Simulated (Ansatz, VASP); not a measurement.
**Al3GaN4 in VASP and in Ansatz**

The input POSCAR:

```
Al3GaN4
1.0
    4.4012372926      0.0000000000      0.0000000000
    0.0000000000      4.4012372926      0.0000000000
    0.0000000000      0.0000000000      4.5772867843
Al Ga N
3 1 4
Direct
    0.5000000000      0.5000000000      0.0000000000
    0.5000000000      0.0000000000      0.5000000000
    0.0000000000      0.5000000000      0.5000000000
    0.0000000000      0.0000000000      0.0000000000
    0.7444581602      0.7444581602      0.2555418398
    0.7444581602      0.2555418398      0.7444581602
    0.2555418398      0.7444581602      0.7444581602
    0.2555418398      0.2555418398      0.2555418398
```

The input INCAR.step1:

```
PREC = Accurate
ENCUT = 520
ISMEAR = 0
SIGMA = 0.05
LREAL = F
LASPH = T
NELM = 60
NBANDS = 31
GGA = PE
ALGO = Normal
EDIFF = 1E-4
LWAVE = T
LCHARG = F
```

The input INCAR.step2:

```
PREC = Accurate
ENCUT = 520
EDIFF = 1E-6
ISMEAR = 0
SIGMA = 0.05
LREAL = F
LASPH = T
NELM = 60
ALGO = Normal
ISIF = 2
LWAVE = F
LCHARG = F
METAGGA = R2SCAN
LMIXTAU = T
NBANDS = 31
ISTART = 1
```

KPOINTS

```
Automatic mesh
0
Gamma
  6 6 6
```

Input for Ansatz:

```yaml
crystal:
  lattice:
    - [4.4012372926, 0.0, 0.0]
    - [0.0, 4.4012372926, 0.0]
    - [0.0, 0.0, 4.5772867843]
  atoms:
    - { symbol: Al, position: [0.5, 0.5, 0.0] }
    - { symbol: Al, position: [0.5, 0.0, 0.5] }
    - { symbol: Al, position: [0.0, 0.5, 0.5] }
    - { symbol: Ga, position: [0.0, 0.0, 0.0] }
    - { symbol: "N", position: [0.7444581602, 0.7444581602, 0.2555418398] }
    - { symbol: "N", position: [0.7444581602, 0.2555418398, 0.7444581602] }
    - { symbol: "N", position: [0.2555418398, 0.7444581602, 0.7444581602] }
    - { symbol: "N", position: [0.2555418398, 0.2555418398, 0.2555418398] }
basis:
  ecutwfc: 500
kpoints:
  mp_grid: { grid: [6, 6, 6] }
hamiltonian:
  xc: r2scan
scf:
  occupations: { method: gaussian, width: 0.05 }
output:
  forces: true
  stress: true
  eigenvalues: true
```

Change from the starting cell: strain +0.000 along x and y, +0.040 along z, atoms carried along.

Alike in both runs: task single point; functional r2SCAN; k mesh 6 × 6 × 6; occupations gaussian, width 0.05 eV; no spin polarisation.

```csv
,VASP,Ansatz
version,VASP 6.6.1,Ansatz 0.2.0
potentials or method,"VASP PAW PBE potentials, release 64 (Al, Ga_d, N), cutoff 520 eV","scalar-relativistic, plane waves, PAW"
valence electrons in the cell,42,42
```

Ansatz gave:

```
gap on the k mesh at the Fermi level (eV)                     : 3.67
least direct gap on the mesh (eV)                             : 3.68
pressure (GPa)                                                : -7.6
traceless stress, the component that is largest in VASP (GPa) : -4.23
rms of the force components (eV/Å)                            : 0.015
```

Problem. What did VASP give for the same quantities?

Solution. gap on the k mesh at the Fermi level (eV): 3.69; least direct gap on the mesh (eV): 3.70; pressure (GPa): -7.7; traceless stress, the component that is largest in VASP (GPa): -4.25; rms of the force components (eV/Å): 0.030.

VASP's potentials were made for PBE, not for r2SCAN. Atom by atom the forces differ by 0.029 eV/Å (rms over components).
